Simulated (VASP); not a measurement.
Cs: single point with r2SCAN

Cs:

```xyz
3
Lattice="8.8393 0.0000 0.0000 -4.4196 7.6550 0.0000 0.0000 0.0000 5.2825" Properties=species:S:1:pos:R:3 pbc="T T T"
Cs    4.4196    7.6550    0.0000
Cs    0.0000    5.1033    2.6412
Cs    4.4196    2.5517    2.6412
```

This isn't the form of Cs at room conditions, which is bcc.

```
Program             : VASP 6.6.1
Task                : single point
Functional          : r2SCAN
Potentials or basis : VASP PAW PBE potentials, release 64 (Cs_sv)
Cutoff              : 520 eV
k mesh              : 5 × 5 × 7
Occupations         : fermi-dirac, width 0.1 eV
Spin                : no spin polarisation
```

```yaml
Pressure: 0.1 GPa
Band_gap_on_the_k_mesh: zero (an odd number of electrons rules out a gap without spin polarisation)
```

Levels at points of the mesh, in eV from the Fermi level:
| k point | band 9 | band 10 | band 11 | band 12 | band 13 | band 14 | band 15 | band 16 | band 17 | band 18 |
| --- | --- | --- | --- | --- | --- | --- | --- | --- | --- | --- |
| (0.00, 0.00, 0.00) | -11.23 | -11.15 | -11.15 | -11.12 | -1.74 | 0.83 | 0.83 | 0.84 | 0.87 | 0.87 |

Run time: 8 min on 1 thread of Intel(R) Xeon(R) Platinum 8488C (Sapphire Rapids) (shared host), peak memory 0.51 GiB.

Caveat: the PAW data sets were made with another functional, which shifts forces and pressure a little; spin-orbit coupling is left out, which moves the levels of the heavy elements.
